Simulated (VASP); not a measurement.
# Si2B2C (P4/mmm) in VASP: notebook, part 2 of 2

VASP 6.6.1. Earlier steps stand in the parts before.

## 4. Relaxation of cell and atoms, PBE

This run uses another cell than the first one, of 11.54 Å³/atom, 1.060 times its volume.

INCAR reads:

```
PREC     = Accurate       # precision mode
ENCUT    = 600            # plane-wave cutoff, eV
EDIFF    = 1E-6           # SCF threshold, eV
ISMEAR   = 0              # smearing method
SIGMA    = 0.1            # smearing width, eV
LREAL    = False          # projectors in reciprocal space
LASPH    = True           # aspherical terms in the spheres
NELM     = 80             # most SCF steps
ALGO     = Normal         # electronic algorithm
ISIF     = 3              # what is computed and relaxed
LWAVE    = False          # write WAVECAR
LCHARG   = False          # write CHGCAR
GGA      = PE             # functional
IBRION   = 2              # ionic algorithm
NSW      = 90             # ionic steps
EDIFFG   = -0.04          # ionic threshold
```

KPOINTS reads:

```
Automatic mesh
0
Gamma
  6 6 4
```

POSCAR reads:

```
Si2B2C
1.0
    3.2065300700      0.0000000000      0.0000000000
    0.0000000000      3.2065300700      0.0000000000
    0.0000000000      0.0000000000      5.6102071500
Si B C
2 2 1
Direct
    0.0000000000      0.5000000000      0.5000000000
    0.5000000000      0.0000000000      0.5000000000
    0.0000000000      0.0000000000      0.5000000000
    0.5000000000      0.5000000000      0.0000000000
    0.0000000000      0.0000000000      0.0000000000
```

Potentials or basis: VASP PAW PBE potentials, release 64 (Si, B, C).

On the command line:

```bash
$ cat potpaw_PBE.64/Si/POTCAR potpaw_PBE.64/B/POTCAR potpaw_PBE.64/C/POTCAR > POTCAR
$ mpirun -np 1 vasp_std > vasp.out
```

OUTCAR:

```text
PREC = Accurate
   ENCUT = 600
   EDIFF = 1E-6
   ISMEAR = 0
   LREAL = False
   LASPH = True
   NELM = 80
   ISIF = 3
   GGA = PE
   IBRION = 2
   NSW = 90
   EDIFFG = -0.04

 ion  position               nearest neighbor table
   1  0.000  0.500  0.500-   3 1.60   3 1.60   2 2.27   2 2.27   2 2.27   2 2.27
   2  0.500  0.000  0.500-   3 1.60   3 1.60   1 2.27   1 2.27   1 2.27   1 2.27
   3  0.000  0.000  0.500-   1 1.60   2 1.60   1 1.60   2 1.60
   4  0.500  0.500  0.000-
   5  0.000  0.000  0.000-

  LATTYP: Found a simple tetragonal cell.
 ALAT       =     3.2065300700
 C/A-ratio  =     1.7496193791

  Lattice vectors:

 A1 = (   3.2065300700,   0.0000000000,   0.0000000000)
 A2 = (   0.0000000000,   3.2065300700,   0.0000000000)
 A3 = (   0.0000000000,   0.0000000000,   5.6102071500)

Analysis of symmetry for initial positions (statically):
[... 1464 lines left out ...]
      6       6.9495      2.00000
      7       7.0468      2.00000
      8       8.2775      2.00000
      9       8.6257      2.00000
     10       9.3059      2.00000
     11      10.2042      2.00000
     12      10.8014      1.88936
     13      14.9881      0.00000

 [... further k-points ...]

[... ionic steps 4 to 15 ...]

--------------------------------------- Ionic step       16  -------------------------------------------

 number of electron      18.0000003 magnetization

------------------------ aborting loop because EDIFF is reached ----------------------------------------
[... 73 lines left out ...]
--------------------------------------- Ionic step       18  -------------------------------------------

 number of electron      18.0000003 magnetization

 Free energy of the ion-electron system (eV)
  ---------------------------------------------------
  ext. energy  EPLUGINS =         0.00000000
  ---------------------------------------------------
  free energy    TOTEN  =       -27.09596081 eV

  energy without entropy =      -27.09245640  energy(sigma->0) =      -27.09420860

 E-fermi :   8.0338     XC(G=0): -11.2559

 val. band max:        7.9883466752   @ k =   0.3333   0.3333   0.5000
 cond. band min:       8.2222043843   @ k =   0.1667   0.1667   0.2500
 fundamental gap:      0.2338577091
 Fermi energy:         8.0337718162
[... 416 lines left out ...]
  FREE ENERGIE OF THE ION-ELECTRON SYSTEM (eV)
  ---------------------------------------------------
  free  energy   TOTEN  =       -27.0959608097 eV

  energy  without entropy=      -27.0924563963  energy(sigma->0) =      -27.09420860

 reached required accuracy - stopping structural energy minimisation
```

OSZICAR:

```text
N       E                     dE             d eps       ncg     rms          rms(c)
DAV:   1     0.577184466539E+02    0.57718E+02   -0.88029E+03   780   0.137E+03
DAV:   2    -0.184480494372E+02   -0.76166E+02   -0.72115E+02  1003   0.202E+02
DAV:   3    -0.231406716200E+02   -0.46926E+01   -0.45175E+01  1089   0.468E+01
[... 191 lines left out ...]
DAV:   1    -0.270960792846E+02   -0.38379E-03   -0.39315E-03   865   0.517E-01    0.559E-02
DAV:   2    -0.270959725796E+02    0.10670E-03   -0.33500E-04   969   0.151E-01    0.259E-02
DAV:   3    -0.270959639898E+02    0.85898E-05   -0.52692E-05   901   0.508E-02    0.136E-02
DAV:   4    -0.270959610324E+02    0.29574E-05   -0.76213E-06   978   0.189E-02    0.392E-03
DAV:   5    -0.270959608097E+02    0.22269E-06   -0.19366E-06   608   0.111E-02
  18 F= -.27095961E+02 E0= -.27094209E+02  d E =-.446920E-01
```

Run time: 5 min. Hardware: 1 thread of Intel Xeon Platinum 8259CL at 2.50GHz (Skylake/Cascade Lake), shared host; peak memory 0.21 GiB.

What came out:

| Quantity | Value |
| --- | --- |
| Free energy | -27.0960 eV |
| Relaxed volume | 10.79 Å³/atom |
| Relaxed cell | a = 4.365 Å, b = 4.365 Å, c = 2.832 Å, α = 90.00°, β = 90.00°, γ = 90.00° |
| Space group after relaxing (to 0.05 Å) | P4/mmm (No. 123) |
| Energy gained by relaxing | 2046.8 meV/atom |
| Ionic steps | 18 |
| Pressure after relaxing | 0.1 GPa |
| Band gap on the k mesh | zero (band 9 reaches 10.69 eV, above the bottom of band 10 at 6.08 eV) |

Step by step:
```csv
step,energy change (eV),largest force (eV/Å),pressure (GPa),volume (Å³)
1,0.0000,0.0000,42.37,57.68
2,-3.1676,0.0000,-11.06,85.37
3,-3.3481,0.0000,-3.58,76.45
4,-3.3756,0.0000,-7.37,79.43
5,-3.3799,0.0000,-6.32,78.52
6,-3.9982,0.0000,-7.49,73.56
7,-5.9349,0.0000,-8.07,63.65
8,-8.7034,0.0000,49.86,42.08
9,-7.6815,0.0000,3.72,52.22
10,-8.6374,0.0000,19.26,47.39
11,-8.9864,0.0000,34.26,43.88
12,-8.9460,0.0000,40.55,42.98
13,-9.8903,0.0000,15.77,48.12
14,-10.1817,0.0000,0.76,52.91
15,-10.1894,0.0000,-1.36,53.82
16,-10.1895,0.0000,-1.86,54.05
17,-10.2340,0.0000,-0.02,53.97
18,-10.2342,0.0000,0.10,53.96
```

Final structure:
```
Si B C
1.0
     4.36519    0.00000    0.00000
     0.00000    4.36519    0.00000
     0.00000    0.00000    2.83183
Si B C
2 2 1
Direct
  0.00000 0.50000 0.50000
  0.50000 0.00000 0.50000
  0.00000 0.00000 0.50000
  0.50000 0.50000 0.00000
  0.00000 0.00000 0.00000
```

## 5. Single point, PBE, collinear spin, ferromagnetic start

This run uses another cell than the first one, of 11.54 Å³/atom, 1.060 times its volume.

INCAR reads:

```
PREC = Accurate
ENCUT = 520
EDIFF = 1E-6
ISMEAR = 0
SIGMA = 0.1
LREAL = F
LASPH = T
NELM = 150
ALGO = Normal
ISIF = 2
LWAVE = F
LCHARG = F
ISPIN = 2
MAGMOM = 0 0 0 0 1
LORBIT = 11
GGA = PE
NBANDS = 21
```

KPOINTS is that of step 4.

POSCAR is that of step 4.

On the command line:

```bash
$ cat potpaw_PBE.64/Si/POTCAR potpaw_PBE.64/B/POTCAR potpaw_PBE.64/C/POTCAR > POTCAR
$ mpirun -np 1 vasp_std > vasp.out
```

It took 65 s on 1 thread of Intel Xeon Platinum 8259CL at 2.50GHz (Skylake/Cascade Lake), shared host; peak memory 0.2 GiB.

It converged, with:

```yaml
Free_energy: -16.8592 eV
Pressure: 42.4 GPa
Band_gap_on_the_k_mesh: zero (filled and empty bands overlap)
Net_moment: 0.00 μB per cell
Valence_electrons_inside_the_program's_atomic_spheres: Si 1.93; B 2.96, 1.34; C 2.03
```

Stress tensor (GPa, compression positive):
```
68.52  0.00  0.00
 0.00 68.52  0.00
 0.00  0.00 -9.86
```

Levels at points of the mesh, in eV from the Fermi level:
Spin up:
| k point | band 6 | band 7 | band 8 | band 9 | band 10 | band 11 | band 12 | band 13 |
| --- | --- | --- | --- | --- | --- | --- | --- | --- |
| (0.00, 0.00, 0.00) | -2.10 | -0.94 | -0.94 | 0.07 | 0.13 | 0.89 | 2.91 | 5.96 |
| (0.50, 0.00, 0.00) | -5.68 | -3.21 | -0.15 | 0.76 | 0.96 | 1.31 | 2.05 | 3.49 |
| (0.50, 0.50, 0.00) | -3.98 | -3.98 | -3.85 | -3.22 | -0.16 | -0.16 | 0.08 | 1.82 |
| (0.00, 0.00, 0.50) | -2.92 | -1.43 | -1.08 | -1.08 | -0.80 | 0.97 | 4.18 | 5.39 |
| (0.50, 0.00, 0.50) | -4.18 | -0.69 | -0.65 | -0.13 | -0.08 | 0.88 | 1.79 | 2.57 |
| (0.50, 0.50, 0.50) | -4.44 | -4.44 | -3.92 | -2.48 | 0.19 | 1.20 | 1.20 | 2.26 |
Spin down:
```tsv
k point	band 6	band 7	band 8	band 9	band 10	band 11	band 12	band 13
(0.00, 0.00, 0.00)	-2.10	-0.94	-0.94	0.07	0.13	0.89	2.91	5.96
(0.50, 0.00, 0.00)	-5.68	-3.21	-0.15	0.76	0.96	1.31	2.05	3.49
(0.50, 0.50, 0.00)	-3.98	-3.98	-3.85	-3.22	-0.16	-0.16	0.08	1.82
(0.00, 0.00, 0.50)	-2.92	-1.43	-1.08	-1.08	-0.80	0.97	4.18	5.39
(0.50, 0.00, 0.50)	-4.18	-0.69	-0.65	-0.13	-0.08	0.88	1.79	2.57
(0.50, 0.50, 0.50)	-4.44	-4.44	-3.92	-2.48	0.19	1.20	1.20	2.26
```

## 6. Single point, PBE

This run uses another cell than the first one, of 11.20 Å³/atom, 1.029 times its volume.

INCAR reads:

```
SYSTEM = Si2B2C
PREC = Accurate ; ENCUT = 520
EDIFF = 1E-7 ; ISMEAR = 0
SIGMA = 0.1 ; LREAL = .False.
LASPH = .True. ; NELM = 60
ALGO = Normal ; ISIF = 2
LWAVE = .False. ; LCHARG = .True.
GGA = PE ; LELF = .True.
LVHAR = .True. ; NBANDS = 17
```

KPOINTS reads:

```
regular mesh
0
Gamma
  8 8 14
  0 0 0
```

POSCAR, as its differences from that of step 5:

```diff
@@ -2,5 +2,5 @@
 1.0
-    3.2065300700      0.0000000000      0.0000000000
-    0.0000000000      3.2065300700      0.0000000000
-    0.0000000000      0.0000000000      5.6102071500
+    4.4762081849      0.0000000000      0.0000000000
+    0.0000000000      4.4762081849      0.0000000000
+    0.0000000000      0.0000000000      2.7952484420
 Si B C
```

Potentials or basis: VASP PAW PBE potentials, release 64 (Si, B, C).

On the command line:

```bash
$ cat potpaw_PBE.64/Si/POTCAR potpaw_PBE.64/B/POTCAR potpaw_PBE.64/C/POTCAR > POTCAR
$ mpirun -np 1 vasp_std > vasp.out
```

Run time: 83 s. Hardware: 1 thread of Intel Xeon Platinum 8259CL at 2.50GHz (Skylake/Cascade Lake), shared host; peak memory 0.25 GiB.

It converged, with:

| Item | Value |
| --- | --- |
| Free energy | -27.1277 eV |
| Pressure | 0.0 GPa |
| Band gap on the k mesh | zero (band 9 reaches 9.90 eV, above the bottom of band 10 at 5.44 eV) |

Levels at points of the mesh, in eV from the Fermi level:
```csv
k point,band 5,band 6,band 7,band 8,band 9,band 10,band 11,band 12,band 13,band 14
"(0.00, 0.00, 0.00)",-7.21,-7.08,-2.35,-2.35,-1.48,3.46,3.61,4.16,5.87,5.87
"(0.50, 0.00, 0.00)",-7.19,-5.79,-4.03,-1.20,0.67,3.15,3.61,4.71,5.47,6.98
"(0.50, 0.50, 0.00)",-7.17,-2.10,-2.10,0.39,2.25,3.33,3.47,3.47,4.24,4.41
"(0.00, 0.00, 0.50)",-4.02,-4.02,-3.09,-3.05,-3.05,-2.14,1.13,1.13,1.99,2.03
"(0.50, 0.00, 0.50)",-3.60,-3.58,-3.45,-2.55,-1.84,-1.76,0.01,0.54,2.50,3.57
"(0.50, 0.50, 0.50)",-5.79,-5.79,-4.91,-4.79,1.17,1.17,2.96,3.56,3.56,4.60
```

## 7. The runs side by side

```tsv
task	spin	cell	k mesh	cutoff (eV)	gap on the mesh (eV)	pressure (GPa)	moment (μB)	relaxed volume (Å³/atom)
relaxation of cell and atoms	off	relaxed from a = 4.382, b = 4.382, c = 2.834 Å, 5 atoms	4 × 4 × 6	600	none	-0.1	-	10.96
single point	collinear, ferromagnetic start	a = 4.409, b = 4.409, c = 2.817 Å, 5 atoms	4 × 4 × 6	520	none	0.0	0.00	-
relaxation of cell and atoms	off	relaxed from a = 3.207, b = 3.207, c = 5.610 Å, 5 atoms	6 × 6 × 4	600	none	0.1	-	10.79
single point	collinear, ferromagnetic start	a = 3.207, b = 3.207, c = 5.610 Å, 5 atoms	6 × 6 × 4	520	none	42.4	0.00	-
single point	off	a = 4.476, b = 4.476, c = 2.795 Å, 5 atoms	8 × 8 × 14	520	none	0.0	-	-
```

Alike in all rows: level PBE; potentials or basis VASP PAW PBE potentials, release 64 (Si, B, C); smearing gaussian 0.1 eV.

Caveats: some runs use coarse meshes.

Absolute energies hang on the potentials; compare differences alone.
